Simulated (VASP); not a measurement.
# TiO2 (P1) in VASP: single point with PBE

Aim: the single point of TiO2 with PBE.

Everything below comes from runs of VASP 6.6.1. Logs are shortened: lines on timing, memory, paths and dates and some standing lists are left out, and cuts for length are marked.

## (1) The cell of the first run

The typed cell holds 30 atoms: a = 8.098 Å, b = 8.422 Å, c = 7.855 Å, α = 90.00°, β = 90.00°, γ = 90.00°.

## (2) Single point, PBE

Input file INCAR:

```
PREC     = Accurate       # precision mode
ENCUT    = 520            # plane-wave cutoff, eV
EDIFF    = 1E-6           # SCF threshold, eV
ISMEAR   = -1             # smearing method
SIGMA    = 0.1            # smearing width, eV
LREAL    = Auto         
LASPH    = T              # aspherical terms in the spheres
NELM     = 60             # most SCF steps
ALGO     = Normal         # electronic algorithm
ISIF     = 2              # what is computed and relaxed
LWAVE    = F              # write WAVECAR
LCHARG   = F              # write CHGCAR
GGA      = PE             # functional
NBANDS   = 141            # bands
```

Input file KPOINTS:

```
Automatic mesh
0
Gamma
  1 1 1
```

Input file POSCAR:

```
TiO2
1.0
    8.0979680000      0.0000000000      0.0000000000
    0.0000000000      8.4218870000      0.0000000000
    0.0000000000      0.0000000000      7.8550290000
Ti O
10 20
Direct
    0.8894350000      0.4093520000      0.2562020000
    0.6616730000      0.9154610000      0.8557800000
    0.1609420000      0.7066240000      0.8749160000
    0.8292430000      0.7444030000      0.1931830000
    0.0865170000      0.9562640000      0.3522790000
    0.3917730000      0.1258040000      0.5924940000
    0.5201190000      0.5480920000      0.9661910000
    0.5770260000      0.1765130000      0.1848400000
    0.0850200000      0.0481720000      0.8944420000
    0.1620230000      0.3864950000      0.6488750000
    0.9997850000      0.7263370000      0.0464110000
    0.0734610000      0.3991130000      0.4147110000
    0.3317860000      0.6472920000      0.0156420000
    0.1969790000      0.0850580000      0.5014380000
    0.8741650000      0.9001440000      0.3458230000
    0.9491110000      0.4495320000      0.0267780000
    0.1092450000      0.2523970000      0.8178050000
    0.5094650000      0.9793510000      0.7058150000
    0.2266960000      0.7807900000      0.3914110000
    0.2186290000      0.9061320000      0.7879570000
    0.8799390000      0.9785680000      0.8217410000
    0.1657090000      0.6080200000      0.6751280000
    0.7227510000      0.5693670000      0.2832810000
    0.4026730000      0.3637700000      0.6234470000
    0.7924810000      0.2034090000      0.2321620000
    0.1322360000      0.0530730000      0.1364770000
    0.6268660000      0.6971410000      0.8533210000
    0.5186840000      0.1065720000      0.4016470000
    0.5680180000      0.3406640000      0.0357190000
    0.6002130000      0.9754430000      0.0702890000
```

Potentials or basis: VASP PAW PBE potentials, release 64 (Ti_sv, O).

Run with:

```console
$ cat potpaw_PBE.64/Ti_sv/POTCAR potpaw_PBE.64/O/POTCAR > POTCAR
$ mpirun -np 1 vasp_gam > vasp.out
```

OUTCAR:

```text
PREC = Accurate
   ENCUT = 520
   EDIFF = 1E-6
   ISMEAR = -1
   LREAL = Auto
   LASPH = T
   NELM = 60
   ISIF = 2
   GGA = PE

 ion  position               nearest neighbor table
   1  0.889  0.409  0.256-  16 1.90  25 1.91  23 1.92  12 1.94   4 2.91
   2  0.662  0.915  0.856-  18 1.79  30 1.83  27 1.86  21 1.86
   3  0.161  0.707  0.875-  22 1.78  13 1.84  20 1.87  11 1.88
   4  0.829  0.744  0.193-  11 1.81  15 1.81  23 1.85   1 2.91
   5  0.087  0.956  0.352-  15 1.78  14 1.83  19 1.89  26 1.92
   6  0.392  0.126  0.592-  14 1.77  18 1.79  28 1.82  24 2.02  10 2.91
   7  0.520  0.548  0.966-  27 1.76  13 1.78  29 1.87
   8  0.577  0.177  0.185-  25 1.80  29 1.81  28 1.86  30 1.93
   9  0.085  0.048  0.894-  20 1.82  17 1.83  21 1.85  26 1.94
  10  0.162  0.386  0.649-  17 1.79  22 1.88  24 1.97  12 1.98   6 2.91
  11  1.000  0.726  0.046-   4 1.81   3 1.88
  12  0.073  0.399  0.415-   1 1.94  10 1.98
  13  0.332  0.647  0.016-   7 1.78   3 1.84
  14  0.197  0.085  0.501-   6 1.77   5 1.83
  15  0.874  0.900  0.346-   5 1.78   4 1.81
  16  0.949  0.450  0.027-   1 1.90
  17  0.109  0.252  0.818-  10 1.79   9 1.83
  18  0.509  0.979  0.706-   2 1.79   6 1.79
  19  0.227  0.781  0.391-   5 1.89
  20  0.219  0.906  0.788-   9 1.82   3 1.87
  21  0.880  0.979  0.822-   9 1.85   2 1.86
  22  0.166  0.608  0.675-   3 1.78  10 1.88
  23  0.723  0.569  0.283-   4 1.85   1 1.92
  24  0.403  0.364  0.623-  10 1.97   6 2.02
  25  0.792  0.203  0.232-   8 1.80   1 1.91
  26  0.132  0.053  0.136-   5 1.92   9 1.94
  27  0.627  0.697  0.853-   7 1.76   2 1.86
  28  0.519  0.107  0.402-   6 1.82   8 1.86
  29  0.568  0.341  0.036-   8 1.81   7 1.87
  30  0.600  0.975  0.070-   2 1.83   8 1.93

  LATTYP: Found a simple orthorhombic cell.
 ALAT       =     7.8550290000
 B/A-ratio  =     1.0309278298
 C/A-ratio  =     1.0721649786

  Lattice vectors:

 A1 = (   0.0000000000,   0.0000000000,   7.8550290000)
 A2 = (   8.0979680000,   0.0000000000,   0.0000000000)
 A3 = (   0.0000000000,   8.4218870000,   0.0000000000)

Analysis of symmetry for initial positions (statically):
=====================================================================
 Subroutine PRICEL returns:
 Original cell was already a primitive cell.

 Routine SETGRP: Setting up the symmetry group for a
 simple orthorhombic supercell.

 Subroutine GETGRP returns: Found  1 space group operations
 (whereof  1 operations were pure point group operations)
 out of a pool of  8 trial point group operations.

The static configuration has the point symmetry C_1 .

Analysis of symmetry for dynamics (positions and initial velocities):
=====================================================================
 Subroutine PRICEL returns:
 Original cell was already a primitive cell.

 Routine SETGRP: Setting up the symmetry group for a
 simple orthorhombic supercell.

 Subroutine GETGRP returns: Found  1 space group operations
 (whereof  1 operations were pure point group operations)
 out of a pool of  8 trial point group operations.

The dynamic configuration has the point symmetry C_1 .

 Subroutine INISYM returns: Found  1 space group operations
 (whereof  1 operations are pure point group operations),
 and found     1 'primitive' translations

----------------------------------------------------------------------------------------

                                     Primitive cell

  volume of cell :     535.7143

  direct lattice vectors                    reciprocal lattice vectors
     8.097968000  0.000000000  0.000000000     0.123487769  0.000000000  0.000000000
     0.000000000  8.421887000  0.000000000     0.000000000  0.118738235  0.000000000
     0.000000000  0.000000000  7.855029000     0.000000000  0.000000000  0.127306977

  length of vectors
     8.097968000  8.421887000  7.855029000     0.123487769  0.118738235  0.127306977

  position of ions in fractional coordinates (direct lattice)
     0.889435000  0.409352000  0.256202000
     0.661673000  0.915461000  0.855780000
     0.160942000  0.706624000  0.874916000
     0.829243000  0.744403000  0.193183000
     0.086517000  0.956264000  0.352279000
     0.391773000  0.125804000  0.592494000
[... 22 lines left out ...]
     0.568018000  0.340664000  0.035719000
     0.600213000  0.975443000  0.070289000

  ion indices of the primitive-cell ions
   primitive index   ion index
                 1           1
                 2           2
                 3           3
                 4           4
                 5           5
                 6           6
[... 22 lines left out ...]
                29          29
                30          30

----------------------------------------------------------------------------------------

 KPOINTS: Automatic mesh

Automatic generation of k-mesh.
 Grid dimensions read from file:
 generate k-points for:    1    1    1

 Generating k-lattice:

  Cartesian coordinates                     Fractional coordinates (reciprocal lattice)
     0.123487769  0.000000000  0.000000000     1.000000000  0.000000000  0.000000000
     0.000000000  0.118738235  0.000000000     0.000000000  1.000000000  0.000000000
     0.000000000  0.000000000  0.127306977     0.000000000  0.000000000  1.000000000

  Length of vectors
     0.123487769  0.118738235  0.127306977

  Shift w.r.t. Gamma in fractional coordinates (k-lattice)
     0.000000000  0.000000000  0.000000000

 Subroutine IBZKPT returns following result:
 ===========================================

 Found      1 irreducible k-points:

 Following reciprocal coordinates:
            Coordinates               Weight
  0.000000  0.000000  0.000000      1.000000
   k-points           NKPTS =      1   k-points in BZ     NKDIM =      1   number of bands    NBANDS=    141
   number of dos      NEDOS =    301   number of ions     NIONS =     30
   total plane-waves  NPLWV = 230400
   dimension x,y,z NGX =    60 NGY =   64 NGZ =   60
   dimension x,y,z NGXF=   120 NGYF=  128 NGZF=  120
   ions per type =              10  20
   NGX,Y,Z   is equivalent  to a cutoff of  12.32, 12.63, 12.70 a.u.
   NGXF,Y,Z  is equivalent  to a cutoff of  24.64, 25.27, 25.40 a.u.
 SYSTEM =  unknown system
   PREC   = accura    normal or accurate (medium, high low for compatibility)
   ISTART =      0    job   : 0-new  1-cont  2-samecut
   ICHARG =      2    charge: 1-file 2-atom 10-const
   ISPIN  =      1    spin polarized calculation?
   LNONCOLLINEAR =      F non collinear calculations
   LSORBIT =      F    spin-orbit coupling
   LASPH  =      T    aspherical Exc in radial PAW
   ENCUT  =  520.0 eV  38.22 Ry    6.18 a.u.  15.06 15.66 14.61*2*pi/ulx,y,z
   NELM   =     60;   NELMIN=  2; NELMDL= -5     # of ELM steps
   EDIFF  = 0.1E-05   stopping-criterion for ELM
   LREAL  =      T    real-space projection
   EDIFFG = 0.1E-04   stopping-criterion for IOM
   NSW    =      0    number of steps for IOM
   IBRION =     -1    ionic relax: 0-MD 1-quasi-New 2-CG
   NFREE  =      0    steps in history (QN), initial steepest desc. (CG)
   ISIF   =      2    stress and relaxation
   ISYM   =      2    0-nonsym 1-usesym 2-fastsym
   POTIM  = 0.5000    time-step for ionic-motion
   TEBEG  =    0.0;   TEEND  =   0.0 temperature during run
   PSTRESS=    0.0 pullay stress
   NELECT =     240.0000    total number of electrons
   NUPDOWN=      -1.0000    fix difference up-down
   EMIN   =  10.00;   EMAX   =-10.00  energy-range for DOS
   EFERMI =   0.00;   METHOD = LEGACY
   ISMEAR =    -1;   SIGMA  =   0.10  broadening in eV -4-tet -1-fermi 0-gaus
   EFERMI_NEDOS =   21; number of points for ismear=-14 and -15
   IALGO  =     38    algorithm
   IMIX   =      4    mixing-type and parameters
     AMIX     =   0.40;   BMIX     =  1.00
     AMIX_MAG =   1.60;   BMIX_MAG =  1.00
  volume/ion in A,a.u.               =      17.86       120.51
  Fermi-wavevector in a.u.,A,eV,Ry     =   1.252663  2.367189 21.349771  1.569164
  Thomas-Fermi vector in A             =   2.386552
   LORBIT       =      0    0 simple, 1 ext, 2 COOP (PROOUT), +10 PAW based schemes
   GGA     = PE    functional components
   LHFCALC =     F    Hartree Fock is set to
   AEXX    =    0.0000 exact exchange contribution
   IVDW    =     0    specifies the selected vdW correction
   LEPSILON=     F    determine dielectric tensor
   LRPA    =     F    only Hartree local field effects (RPA)
 non-spin polarized calculation
  energy-cutoff  :      520.00
  volume of cell :      535.71
 maximum number of plane-waves:      7201
   NGX = 31   NGY = 31   NGZ = 29

 number of electron     239.9999971 magnetization

 Free energy of the ion-electron system (eV)
  ---------------------------------------------------
  ext. energy  EPLUGINS =         0.00000000
  ---------------------------------------------------
  free energy    TOTEN  =      -254.07720040 eV

  energy without entropy =     -253.91100224  energy(sigma->0) =     -253.99410132

 E-fermi :   1.2046     XC(G=0):  -8.1700

 val. band max:        0.9486073960   @ k =   0.0000   0.0000   0.0000
 cond. band min:       1.4090254001   @ k =   0.0000   0.0000   0.0000
 fundamental gap:      0.4604180041
 Fermi energy:         1.2046176197

 k-point     1 :       0.0000    0.0000    0.0000
  band No.  band energies     occupation
      1     -57.4128      2.00000
      2     -56.9723      2.00000
      3     -56.6634      2.00000
      4     -56.5876      2.00000
      5     -56.5169      2.00000
      6     -56.4146      2.00000
[... 124 lines left out ...]
    131       2.9794      0.00000
    132       3.1127      0.00000
 [bands above 132 left out]

------------------------ aborting loop because EDIFF is reached ----------------------------------------

  FORCE on cell =-STRESS in cart. coord.  units (eV):
  Direction    XX          YY          ZZ          XY          YZ          ZX
  --------------------------------------------------------------------------------------
  -------------------------------------------------------------------------------------
  Total       -5.1474875     -0.8428521    -20.3187179      3.3332390      2.5138594     -1.3831155
  in kB      -15.3947495     -2.5207438    -60.7678155      9.9688207      7.5182769     -4.1365262
  external PRESSURE =     -26.2277696 kB  Pullay stress =       0.0000000 kB

 VOLUME and BASIS-vectors are now :
 -----------------------------------------------------------------------------
  energy-cutoff  :      520.00
  volume of cell :      535.71
      direct lattice vectors                 reciprocal lattice vectors
     8.097968000  0.000000000  0.000000000     0.123487769  0.000000000  0.000000000
     0.000000000  8.421887000  0.000000000     0.000000000  0.118738235  0.000000000
     0.000000000  0.000000000  7.855029000     0.000000000  0.000000000  0.127306977

 POSITION                                       TOTAL-FORCE (eV/Angst)
 -----------------------------------------------------------------------------------
      7.20262      3.44752      2.01247         2.461645     -1.449055     -3.320391
      5.35821      7.70991      6.72218         0.043170      0.652023     -0.566495
      1.30330      5.95111      6.87249        -0.060817      0.758307      0.462853
      6.71518      6.26928      1.51746        -0.340390      0.920441      0.326788
      0.70061      8.05355      2.76716         5.450811     -2.361149     -1.009366
      3.17257      1.05951      4.65406         1.282362      1.662820     -2.159764
[... 22 lines left out ...]
      4.59979      2.86903      0.28057        -1.274776      1.500240     -0.826498
      4.86051      8.21507      0.55212         0.354680      0.034017     -0.291522
 -----------------------------------------------------------------------------------
    total drift:                               -0.015174      0.021940      0.009794

  FREE ENERGIE OF THE ION-ELECTRON SYSTEM (eV)
  ---------------------------------------------------
  free  energy   TOTEN  =      -254.0772003961 eV

  energy  without entropy=     -253.9110022387  energy(sigma->0) =     -253.99410132
```

Run time: 5.1 min. Hardware: 1 thread of AMD EPYC 7R13, shared host; peak memory 0.45 GiB.

Results:

* Free energy: -254.0772 eV
* Pressure: -2.6 GPa
* Largest force: 6.025 eV/Å

Forces on the atoms (eV/Å):
```
Ti   2.462 -1.449 -3.320
Ti   0.043  0.652 -0.566
Ti  -0.061  0.758  0.463
Ti  -0.340  0.920  0.327
Ti   5.451 -2.361 -1.009
Ti   1.282  1.663 -2.160
Ti  -0.676 -1.133  0.575
Ti   2.118 -2.413  1.339
Ti  -0.673  0.736  2.738
Ti   1.672  1.630 -4.377
O   -0.446  1.548 -0.190
O   -1.355 -0.190  1.099
O    0.725 -1.003 -0.165
O   -0.558  1.430  1.275
O   -2.376 -1.904 -0.511
O   -1.100 -0.749  4.052
O    0.226 -0.534  0.020
O    1.459 -0.279  1.441
O   -2.797  2.890 -1.195
O   -0.598 -0.487  1.216
O   -0.784 -0.118  0.307
O   -0.639 -1.471  1.084
O    0.704  0.879 -0.470
O   -2.420 -1.937  0.946
O   -0.506  1.023  0.380
O   -0.505 -0.538 -1.790
O    1.346 -0.245  0.121
O   -0.736  1.146 -0.510
O   -1.275  1.500 -0.826
O    0.355  0.034 -0.292
```

Caveat: the k points lie up to 0.80 Å⁻¹ apart; forces of over 1 eV/Å act on the atoms, so gaps and moduli don't describe the material at rest.
